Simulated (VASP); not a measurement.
Here is a VASP 6.6.1 calculation.

File POSCAR:

```
MgS
1.0
    0.0568431669      2.6015179370      2.6015179370
    2.6015179370      0.0568431669      2.6015179370
    2.6583611039      2.6583611039      0.0000000000
Mg S
1 1
Direct
    0.0000000000      0.0000000000      0.0000000000
    0.5000000000      0.5000000000      0.5000000000
```

File INCAR.step1:

```
PREC = Accurate
ENCUT = 520
ISMEAR = 0
SIGMA = 0.01
LREAL = F
LASPH = T
NELM = 80
NBANDS = 11
GGA = PE
ALGO = Normal
EDIFF = 1E-4
LWAVE = T
LCHARG = F
```

INCAR.step2

```
PREC = Accurate
ENCUT = 520
EDIFF = 1E-7
ISMEAR = 0
SIGMA = 0.01
LREAL = F
LASPH = T
NELM = 80
ALGO = Normal
ISIF = 2
LWAVE = F
LCHARG = F
METAGGA = R2SCAN
LMIXTAU = T
NBANDS = 11
ISTART = 1
```

Contents of KPOINTS:

```
regular mesh
0
Gamma
  8 8 8
```

Potentials or basis: VASP PAW PBE potentials, release 64 (Mg, S).

The run is started by

```bash
$ cat potpaw_PBE.64/Mg/POTCAR potpaw_PBE.64/S/POTCAR > POTCAR
$ cp INCAR.step1 INCAR
$ mpirun -np 1 vasp_std > vasp.out
$ cp INCAR.step2 INCAR
$ mpirun -np 1 vasp_std > vasp.out
```

(1) Estimate the band gap on the k mesh.

(2) What does it give for the pressure?

Results:

(1) 3.14 eV, indirect (least direct gap 4.37 eV).

(2) -0.4 GPa.

Caveat: the cell differs from its parent crystal (shear xy strain +4.4%); the PAW data sets were made with another functional, which shifts forces and pressure a little.
